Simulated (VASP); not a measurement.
Set up this calculation in VASP 6.6.1, as the native input.

* Task: single point
* Functional: PBE
* Potentials or basis: VASP PAW PBE potentials, release 64 (Ta_pv)
* Cutoff: 520 eV
* k mesh: 14 × 14 × 14
* Occupations: fermi-dirac, width 0.08 eV
* Spin: no spin polarisation
* Dipole correction: no
* Further INCAR settings: ALGO = Normal; EDIFF = 1e-07; NBANDS = 12

The structure of Ta lies in POSCAR:

```
Ta
1.0
    2.4137908502      0.0000000000      0.0000000000
    0.0000000000      2.4137908502      0.0000000000
    0.0000000000      0.0000000000      2.4137908502
Ta
1
Direct
    0.0000000000      0.0000000000      0.0000000000
```

This cell differs from its parent crystal: volume scaled by 0.68.

These files were run (other wordings do the same):

INCAR

```
SYSTEM = Ta
  PREC = Accurate
  ENCUT = 520
  EDIFF = 1E-7
  ISMEAR = -1
  SIGMA = 0.08
  LREAL = .False.
  LASPH = .True.
  NELM = 100
  ALGO = Normal
  ISIF = 2
  LWAVE = .False.
  LCHARG = .True.
  GGA = PE
  LELF = .True.
  LVHAR = .True.
  NBANDS = 12
```

KPOINTS

```
Automatic mesh
0
Gamma
  14 14 14
  0 0 0
```

Potentials or basis: VASP PAW PBE potentials, release 64 (Ta_pv).

Command:

```sh
$ cat potpaw_PBE.64/Ta_pv/POTCAR > POTCAR
$ mpirun -np 1 vasp_std > vasp.out
```

It gave:

| Quantity | Value |
| --- | --- |
| Pressure | 118.1 GPa |

Run time: 7.9 s on 1 thread of AMD EPYC 9R45 96-Core Processor (Zen 5), with other jobs on the host, peak memory 0.1 GiB.
